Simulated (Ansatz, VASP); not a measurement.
# SnTe: VASP beside Ansatz

Contents of INCAR:

```
SYSTEM = SnTe
PREC = Accurate ; ENCUT = 520
EDIFF = 1E-6 ; ISMEAR = 0
SIGMA = 0.03 ; LREAL = .FALSE.
LASPH = .TRUE. ; NELM = 60
ALGO = Normal ; ISIF = 2
LWAVE = .FALSE. ; LCHARG = .FALSE.
GGA = PE ; NBANDS = 17
```

KPOINTS

```
regular mesh
0
G
  10 10 10
  0 0 0
```

POSCAR

```
SnTe
1.0
    0.0000000000      3.1091525000      3.2511950000
    3.1091525000      0.0000000000      3.2511950000
    3.1091525000      3.1091525000      0.0000000000
Sn Te
1 1
Direct
    0.0000000000      0.0000000000      0.0000000000
    0.5000000000      0.5000000000      0.5000000000
```

Input for Ansatz:

```yaml
crystal:
  lattice:
    - [0.0, 3.1091525, 3.251195]
    - [3.1091525, 0.0, 3.251195]
    - [3.1091525, 3.1091525, 0.0]
  atoms:
    - { symbol: Sn, position: [0.0, 0.0, 0.0] }
    - { symbol: Te, position: [0.5, 0.5, 0.5] }
basis:
  ecutwfc: 420
kpoints:
  mp_grid: { grid: [10, 10, 10] }
hamiltonian:
  xc: pbe
scf:
  occupations: { method: gaussian, width: 0.03 }
output:
  forces: true
  stress: true
  eigenvalues: true
```

Change from the starting cell: strain -0.015 along x and y, +0.030 along z, atoms carried along.

Alike in both runs: task single point; functional PBE; k mesh 10 × 10 × 10; occupations gaussian, width 0.03 eV; no spin polarisation.

```csv
,VASP,Ansatz
version,VASP 6.6.1,Ansatz 0.2.0
potentials or method,"VASP PAW PBE potentials, release 64 (Sn_d, Te), cutoff 520 eV","scalar-relativistic, plane waves, PAW"
valence electrons in the cell,20,30
```

```csv
,VASP,Ansatz,Ansatz less VASP
gap on the k mesh at the Fermi level (eV),0.20,0.20,-0.001
least direct gap on the mesh (eV),0.20,0.20,-0.001
pressure (GPa),2.2,2.3,+0.07
"traceless stress, the component that is largest in VASP (GPa)",-3.66,-3.66,+0.005
```

VASP's potentials hold 20 valence electrons a cell and Ansatz's 30, so a difference there can come from the potentials and not from the codes.

Spin-orbit coupling is off throughout.
